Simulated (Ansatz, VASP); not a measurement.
## CsSnI3 in VASP and in Ansatz

Contents of INCAR:

```
SYSTEM = CsSnI3
PREC = Accurate
ENCUT = 500
EDIFF = 1E-6
ISMEAR = 0
SIGMA = 0.01
LREAL = .False.
LASPH = .True.
NELM = 120
ALGO = Normal
ISIF = 2
LWAVE = .False.
LCHARG = .False.
GGA = PE
NBANDS = 30
GGA_COMPAT = .False.
```

The input KPOINTS:

```
Automatic mesh
0
Gamma
  4 4 4
  0 0 0
```

Contents of POSCAR:

```
CsSnI3
1.0
    6.2414001339      0.0000000000      0.0000000000
    0.0000000000      6.2414001339      0.0000000000
    0.0000000000      0.0000000000      6.2414001339
Cs Sn I
1 1 3
Direct
    0.0000000000      0.0000000000      0.0000000000
    0.5000000000      0.5000000000      0.5000000000
    0.0000000000      0.5000000000      0.5000000000
    0.5000000000      0.0000000000      0.5000000000
    0.5000000000      0.5000000000      0.0000000000
```

Input for Ansatz:

```yaml
crystal:
  lattice:
    - [6.2414001339, 0.0, 0.0]
    - [0.0, 6.2414001339, 0.0]
    - [0.0, 0.0, 6.2414001339]
  atoms:
    - { symbol: Cs, position: [0.0, 0.0, 0.0] }
    - { symbol: Sn, position: [0.5, 0.5, 0.5] }
    - { symbol: I, position: [0.0, 0.5, 0.5] }
    - { symbol: I, position: [0.5, 0.0, 0.5] }
    - { symbol: I, position: [0.5, 0.5, 0.0] }
kpoints:
  mp_grid: { grid: [4, 4, 4] }
hamiltonian:
  xc: pbe
scf:
  occupations: { method: fixed }
output:
  optics:
    e_range: [0, 12]
    de: 0.05
    sigma: 0.1
    bands: { spectra_wanted_up_to: 12 }
    scissors: 0.465
```

Alike in both runs: task single point; functional PBE; k mesh 4 × 4 × 4; no spin polarisation.

|  | VASP | Ansatz |
| --- | --- | --- |
| version | VASP 6.6.1 | Ansatz 0.2.0 |
| potentials or method | VASP PAW PBE potentials, release 64 (Cs_sv, Sn_d, I) | plane waves, PAW |
| plane-wave cutoff (eV) | 500 | 420 |
| occupations | gaussian, width 0.01 eV | fixed |
| valence electrons in the cell | 44 | 74 |

```csv
,VASP,Ansatz,Ansatz less VASP
gap on the k mesh at the Fermi level (eV),0.38,0.38,+0.006
```

VASP's potentials hold 44 valence electrons a cell and Ansatz's 74, so a difference there can come from the potentials and not from the codes.

Spin-orbit coupling is off throughout.
